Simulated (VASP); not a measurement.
Nb, 2 atoms in the cell. The structure is hexagonal, space group P6_3/mmc (No. 194). Conventional cell: a = 2.869 Å, b = 2.869 Å, c = 5.263 Å, α = 90.00°, β = 90.00°, γ = 120.00°. Nb (site symmetry -6m2) has 12 Nb at 2.87 to 3.11 Å within 3.8 Å. This isn't the form of Nb at room conditions, which is bcc.

| Quantity | Value |
| --- | --- |
| Program | VASP 6.6.1 |
| Task | relaxation of shape and atoms at fixed volume |
| Functional | r2SCAN |
| Potentials or basis | VASP PAW PBE potentials, release 64 (Nb_sv) |
| Cutoff | 550 eV |
| k mesh | 16 × 16 × 8 |
| Occupations | gaussian, width 0.05 eV |
| Spin | no spin polarisation |
| Dipole correction | no |
| Further INCAR settings | ALGO = Normal; EDIFF = 1e-07; IBRION = 2; EDIFFG = -0.02; NSW = 60; ISIF = 4 |

Potentials or basis: VASP PAW PBE potentials, release 64 (Nb_sv).

Command:

```sh
$ cat potpaw_PBE.64/Nb_sv/POTCAR > POTCAR
$ cp INCAR.step1 INCAR
$ mpirun -np 1 vasp_std > vasp.out
$ cp INCAR.step2 INCAR
$ mpirun -np 1 vasp_std > vasp.out
```

Hardware: 1 thread of Intel(R) Xeon(R) 6975P-C (Granite Rapids) (shared host).

Estimate the wall time of this run.

Wall time 8 min on 1 thread of Intel(R) Xeon(R) 6975P-C (Granite Rapids) (shared host), peak memory 0.23 GiB. Counts: k points 150, ion steps 1.
